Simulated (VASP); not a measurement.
# SnTe (Pm-3m) in VASP: relaxation of cell and atoms with HSE06

Aim: the relaxation of cell and atoms of SnTe with HSE06.

Program: VASP 6.6.1. These are calculated values, not measurements. Logs are shortened: lines on timing, memory, paths and dates and some standing lists are left out, and cuts for length are marked.

### Step 1. The cell of the first run

The structure is cubic, space group Pm-3m (No. 221). Conventional cell: a = 3.905 Å, b = 3.905 Å, c = 3.905 Å, α = 90.00°, β = 90.00°, γ = 90.00°. Te (site symmetry m-3m) has 8 Sn at 3.38 Å and 6 Te at 3.90 Å within 4.4 Å. Within 4.4 Å of Sn (site symmetry m-3m) lie 8 Te at 3.38 Å and 6 Sn at 3.90 Å.

### Step 2. Relaxation of cell and atoms, HSE06

Input file POSCAR:

```
SnTe
1.0
    3.9047000000      0.0000000000      0.0000000000
    0.0000000000      3.9047000000      0.0000000000
    0.0000000000      0.0000000000      3.9047000000
Te Sn
1 1
Direct
    0.5000000000      0.5000000000      0.5000000000
    0.0000000000      0.0000000000      0.0000000000
```

Input file INCAR.step1:

```
SYSTEM = SnTe
ALGO = Normal
EDIFF = 1E-5
ENCUT = 600
GGA = PE
ISMEAR = -1
LASPH = .TRUE.
LCHARG = .FALSE.
LREAL = .FALSE.
LWAVE = .TRUE.
NBANDS = 17
NELM = 100
PREC = Accurate
SIGMA = 0.05
```

Input file INCAR.step2:

```
SYSTEM = SnTe
ALGO = Normal
EDIFF = 1E-7
EDIFFG = -0.01
ENCUT = 600
GGA = PE
HFSCREEN = 0.2079
IBRION = 2
ISIF = 3
ISMEAR = -1
ISTART = 1
LASPH = .TRUE.
LCHARG = .FALSE.
LHFCALC = .TRUE.
LREAL = .FALSE.
LWAVE = .FALSE.
NELM = 100
NSW = 60
PREC = Accurate
PRECFOCK = Normal
SIGMA = 0.05
```

Input file KPOINTS:

```
k-points
0
G
  4 4 4
  0 0 0
```

Potentials or basis: VASP PAW PBE potentials, release 64 (Te, Sn_d).

The run is started by

```bash
> cat potpaw_PBE.64/Te/POTCAR potpaw_PBE.64/Sn_d/POTCAR > POTCAR
> cp INCAR.step1 INCAR
> mpirun -np 1 vasp_std > vasp.out
> cp INCAR.step2 INCAR
> mpirun -np 1 vasp_std > vasp.out
```

OUTCAR:

```text
SYSTEM = SnTe
   EDIFF = 1E-7
   EDIFFG = -0.01
   ENCUT = 600
   GGA = PE
   HFSCREEN = 0.2079
   IBRION = 2
   ISIF = 3
   ISMEAR = -1
   ISTART = 1
   LASPH = .TRUE.
   LHFCALC = .TRUE.
   LREAL = .FALSE.
   NELM = 100
   NSW = 60
   PREC = Accurate
   PRECFOCK = Normal

 ion  position               nearest neighbor table
   1  0.500  0.500  0.500-   2 3.38   2 3.38   2 3.38   2 3.38   2 3.38   2 3.38   2 3.38   2 3.38

   2  0.000  0.000  0.000-   1 3.38   1 3.38   1 3.38   1 3.38   1 3.38   1 3.38   1 3.38   1 3.38

  LATTYP: Found a simple cubic cell.
 ALAT       =     3.9047000000

  Lattice vectors:

 A1 = (   3.9047000000,   0.0000000000,   0.0000000000)
 A2 = (   0.0000000000,   3.9047000000,   0.0000000000)
 A3 = (   0.0000000000,   0.0000000000,   3.9047000000)

Analysis of symmetry for initial positions (statically):
=====================================================================
 Subroutine PRICEL returns:
 Original cell was already a primitive cell.

 Routine SETGRP: Setting up the symmetry group for a
 simple cubic supercell.

 Subroutine GETGRP returns: Found 48 space group operations
 (whereof 48 operations were pure point group operations)
 out of a pool of 48 trial point group operations.

The static configuration has the point symmetry O_h .

Analysis of symmetry for dynamics (positions and initial velocities):
=====================================================================
 Subroutine PRICEL returns:
 Original cell was already a primitive cell.

 Routine SETGRP: Setting up the symmetry group for a
 simple cubic supercell.

 Subroutine GETGRP returns: Found 48 space group operations
 (whereof 48 operations were pure point group operations)
 out of a pool of 48 trial point group operations.

The dynamic configuration has the point symmetry O_h .

 Subroutine INISYM returns: Found 48 space group operations
 (whereof 48 operations are pure point group operations),
 and found     1 'primitive' translations

----------------------------------------------------------------------------------------

                                     Primitive cell

  volume of cell :      59.5337

  direct lattice vectors                    reciprocal lattice vectors
     3.904700000  0.000000000  0.000000000     0.256101621  0.000000000  0.000000000
     0.000000000  3.904700000  0.000000000     0.000000000  0.256101621  0.000000000
     0.000000000  0.000000000  3.904700000     0.000000000  0.000000000  0.256101621

  length of vectors
     3.904700000  3.904700000  3.904700000     0.256101621  0.256101621  0.256101621

  position of ions in fractional coordinates (direct lattice)
     0.500000000  0.500000000  0.500000000
     0.000000000  0.000000000  0.000000000

  ion indices of the primitive-cell ions
   primitive index   ion index
                 1           1
                 2           2

----------------------------------------------------------------------------------------

 KPOINTS: k-points

Automatic generation of k-mesh.
 Grid dimensions read from file:
 generate k-points for:    4    4    4

 Generating k-lattice:

  Cartesian coordinates                     Fractional coordinates (reciprocal lattice)
     0.064025405  0.000000000  0.000000000     0.250000000  0.000000000  0.000000000
     0.000000000  0.064025405  0.000000000     0.000000000  0.250000000  0.000000000
     0.000000000  0.000000000  0.064025405     0.000000000  0.000000000  0.250000000

  Length of vectors
     0.064025405  0.064025405  0.064025405

  Shift w.r.t. Gamma in fractional coordinates (k-lattice)
     0.000000000  0.000000000  0.000000000

 Subroutine IBZKPT returns following result:
 ===========================================

 Found     10 irreducible k-points:

 Following reciprocal coordinates:
            Coordinates               Weight
  0.000000  0.000000  0.000000      1.000000
  0.250000  0.000000  0.000000      6.000000
  0.500000  0.000000  0.000000      3.000000
  0.250000  0.250000  0.000000     12.000000
  0.500000  0.250000  0.000000     12.000000
  0.500000  0.500000  0.000000      3.000000
  0.250000  0.250000  0.250000      8.000000
  0.500000  0.250000  0.250000     12.000000
  0.500000  0.500000  0.250000      6.000000
  0.500000  0.500000  0.500000      1.000000
   k-points           NKPTS =     10   k-points in BZ     NKDIM =     64   number of bands    NBANDS=     14
   number of dos      NEDOS =    301   number of ions     NIONS =      2
   total plane-waves  NPLWV =  32768
   dimension x,y,z NGX =    32 NGY =   32 NGZ =   32
   dimension x,y,z NGXF=    64 NGYF=   64 NGZF=   64
   ions per type =               1   1
   NGX,Y,Z   is equivalent  to a cutoff of  13.62, 13.62, 13.62 a.u.
   NGXF,Y,Z  is equivalent  to a cutoff of  27.25, 27.25, 27.25 a.u.
 SYSTEM =  SnTe
   PREC   = accura    normal or accurate (medium, high low for compatibility)
   ISTART =      1    job   : 0-new  1-cont  2-samecut
   ICHARG =      0    charge: 1-file 2-atom 10-const
   ISPIN  =      1    spin polarized calculation?
   LNONCOLLINEAR =      F non collinear calculations
   LSORBIT =      F    spin-orbit coupling
   LASPH  =      T    aspherical Exc in radial PAW
   ENCUT  =  600.0 eV  44.10 Ry    6.64 a.u.   7.80  7.80  7.80*2*pi/ulx,y,z
   NELM   =    100;   NELMIN=  2; NELMDL=  0     # of ELM steps
   EDIFF  = 0.1E-06   stopping-criterion for ELM
   LREAL  =      F    real-space projection
   EDIFFG = -.1E-01   stopping-criterion for IOM
   NSW    =     60    number of steps for IOM
   IBRION =      2    ionic relax: 0-MD 1-quasi-New 2-CG
   NFREE  =      1    steps in history (QN), initial steepest desc. (CG)
   ISIF   =      3    stress and relaxation
   ISYM   =      3    0-nonsym 1-usesym 2-fastsym
   POTIM  = 0.5000    time-step for ionic-motion
   TEBEG  =    0.0;   TEEND  =   0.0 temperature during run
   PSTRESS=    0.0 pullay stress
   NELECT =      20.0000    total number of electrons
   NUPDOWN=      -1.0000    fix difference up-down
   EMIN   =  10.00;   EMAX   =-10.00  energy-range for DOS
   EFERMI =   0.00;   METHOD = LEGACY
   ISMEAR =    -1;   SIGMA  =   0.05  broadening in eV -4-tet -1-fermi 0-gaus
   EFERMI_NEDOS =   21; number of points for ismear=-14 and -15
   IALGO  =     38    algorithm
   IMIX   =      1    mixing-type and parameters
     AMIX     =   0.40;   BMIX     =  1.00
     AMIX_MAG =   1.60;   BMIX_MAG =  1.00
  volume/ion in A,a.u.               =      29.77       200.88
  Fermi-wavevector in a.u.,A,eV,Ry     =   1.138057  2.150615 17.621893  1.295173
  Thomas-Fermi vector in A             =   2.274761
   LORBIT       =      0    0 simple, 1 ext, 2 COOP (PROOUT), +10 PAW based schemes
   GGA     = PE    functional components
   LHFCALC =     T    Hartree Fock is set to
   PRECFOCK=normal    Normal, Fast or Accurate (Low or Medium for compatibility)
   ENCUT4O =  -1.0   cutoff for four orbital integrals eV
   NKREDX  =     1    reduce k-point grid by
   NKREDY  =     1    reduce k-point grid by
   NKREDZ  =     1    reduce k-point grid by
   AEXX    =    0.2500 exact exchange contribution
   HFSCREEN=    0.2079 screening length (either q_TF or 0.3 A-1)
   HFSCREENC=   0.2079 screening length for correlation (either q_TF or 0.3 A-1)
   ENCUTFOCK=  -1.0 apply spherical cutoff to Coloumb kernel
   IVDW    =     0    specifies the selected vdW correction
   LEPSILON=     F    determine dielectric tensor
   LRPA    =     F    only Hartree local field effects (RPA)
 conjugate gradient relaxation of ions
 non-spin polarized calculation
  energy-cutoff  :      600.00
  volume of cell :       59.53
 maximum number of plane-waves:      2008
 NGX is ok and might be reduce to    32
  NGX = 24; NGY = 24; NGZ = 24

--------------------------------------- Ionic step        1  -------------------------------------------

 number of electron      19.9999995 magnetization

 Free energy of the ion-electron system (eV)
  ---------------------------------------------------
  ext. energy  EPLUGINS =         0.00000000
  ---------------------------------------------------
  free energy    TOTEN  =        -8.28626009 eV

  energy without entropy =       -8.26307459  energy(sigma->0) =       -8.27466734

------------------------ aborting loop because EDIFF is reached ----------------------------------------

  FORCE on cell =-STRESS in cart. coord.  units (eV):
  Direction    XX          YY          ZZ          XY          YZ          ZX
  --------------------------------------------------------------------------------------
  -------------------------------------------------------------------------------------
  Total       -0.3334985     -0.3334985     -0.3334985      0.0000000      0.0000000      0.0000000
  in kB       -8.9751440     -8.9751440     -8.9751440      0.0000000      0.0000000      0.0000000
  external PRESSURE =      -8.9751440 kB  Pullay stress =       0.0000000 kB
[... 57 lines left out ...]
  energy  without entropy=       -8.2676480546  energy(sigma->0) =       -8.27947391

--------------------------------------- Ionic step        3  -------------------------------------------

 number of electron      20.0000005 magnetization

 Free energy of the ion-electron system (eV)
  ---------------------------------------------------
  ext. energy  EPLUGINS =         0.00000000
  ---------------------------------------------------
  free energy    TOTEN  =        -8.29139370 eV

  energy without entropy =       -8.26751695  energy(sigma->0) =       -8.27945532

 E-fermi :   7.1991     XC(G=0):  -8.2992

 val. band max:        7.1389089581   @ k =   0.5000   0.2500   0.0000
 cond. band min:       7.2031678441   @ k =   0.5000   0.2500   0.2500
 fundamental gap:      0.0642588860
 Fermi energy:         7.1990699134

 k-point     1 :       0.0000    0.0000    0.0000
  band No.  band energies     occupation
      1     -16.7968      2.00000
      2     -16.7968      2.00000
      3     -16.7574      2.00000
      4     -16.7574      2.00000
      5     -16.7574      2.00000
      6      -6.6390      2.00000
      7       1.5717      2.00000
      8       5.1012      2.00000
      9       5.1012      2.00000
     10       5.1012      2.00000
     11      11.1545      0.00000
     12      11.1545      0.00000
     13      13.5134      0.00000
     14      13.5134      0.00000
[... 180 lines left out ...]
  FREE ENERGIE OF THE ION-ELECTRON SYSTEM (eV)
  ---------------------------------------------------
  free  energy   TOTEN  =        -8.2913936960 eV

  energy  without entropy=       -8.2675169502  energy(sigma->0) =       -8.27945532

 reached required accuracy - stopping structural energy minimisation
```

It took 56 min on 1 thread of Intel Xeon Platinum 8259CL at 2.50GHz (Skylake/Cascade Lake), shared host; peak memory 0.3 GiB.

Results:

```
Free energy                           : -8.2914 eV
Relaxed volume                        : 28.95 Å³/atom
Relaxed cell                          : a = 3.869 Å, b = 3.869 Å, c = 3.869 Å, α = 90.00°, β = 90.00°, γ = 90.00°
Space group after relaxing (to 0.1 Å) : Pm-3m (No. 221)
Energy gained by relaxing             : 2.6 meV/atom
Ionic steps                           : 3
Pressure after relaxing               : 0.0 GPa
Band gap on the k mesh                : zero (bands 10 and 11 overlap by 1.69 eV)
```

The path:
```csv
step,energy change (eV),largest force (eV/Å),pressure (GPa),volume (Å³)
1,0.0000,0.0000,-0.90,59.53
2,-0.0050,0.0000,-0.15,58.11
3,-0.0051,0.0000,-0.01,57.91
```

Final structure:
```
Te Sn
1.0
     3.86883    0.00000    0.00000
     0.00000    3.86883    0.00000
     0.00000    0.00000    3.86883
Te Sn
1 1
Direct
  0.50000 0.50000 0.50000
  0.00000 0.00000 0.00000
```

Caveat: the k points lie up to 0.41 Å⁻¹ apart in the final cell, too coarse for converged energies and pressures of a metal; the PAW data sets were made with another functional, which shifts forces and pressure a little; spin-orbit coupling is left out, which moves the levels of the heavy elements.

The gap in the log of VASP goes by the Fermi energy; the results here count the filled bands.